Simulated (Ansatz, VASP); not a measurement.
## One calculation of AlNi, two programs

```
Ni Al
1.0
     1.93869   -1.95319    0.00000
     1.93869    1.95319    0.00000
     0.00000    0.00000    3.09943
Ni Al
1 1
Direct
  0.50000 0.50000 0.50000
  0.00000 0.00000 0.00000
```

Alike in both runs: task single point; functional PBEsol; k mesh 8 × 8 × 7; occupations fermi-dirac, width 0.05 eV; collinear spin; fixed moment 0.2 μB.

|  | VASP | Ansatz |
| --- | --- | --- |
| version | VASP 6.6.1 | Ansatz 0.2.0 |
| potentials or method | VASP PAW PBE potentials, release 64 (Ni, Al) | Ansatz PAW |
| plane-wave cutoff (eV) | 520 | 420 |
| valence electrons in the cell | 13 | 21 |

|  | VASP | Ansatz | Ansatz less VASP |
| --- | --- | --- | --- |
| pressure (GPa) | 0.8 | 0.6 | -0.27 |
| traceless stress, the component that is largest in VASP (GPa) | -4.13 | -4.00 | +0.126 |
| net moment per atom (μB) | 0.10 | 0.10 | 0.000 |

VASP's potentials were made for PBE, not for PBEsol. The functional is the same, so the differences come from potentials, cutoffs and numerics. VASP's potentials hold 13 valence electrons a cell and Ansatz's 21, so a difference there can come from the potentials and not from the codes.
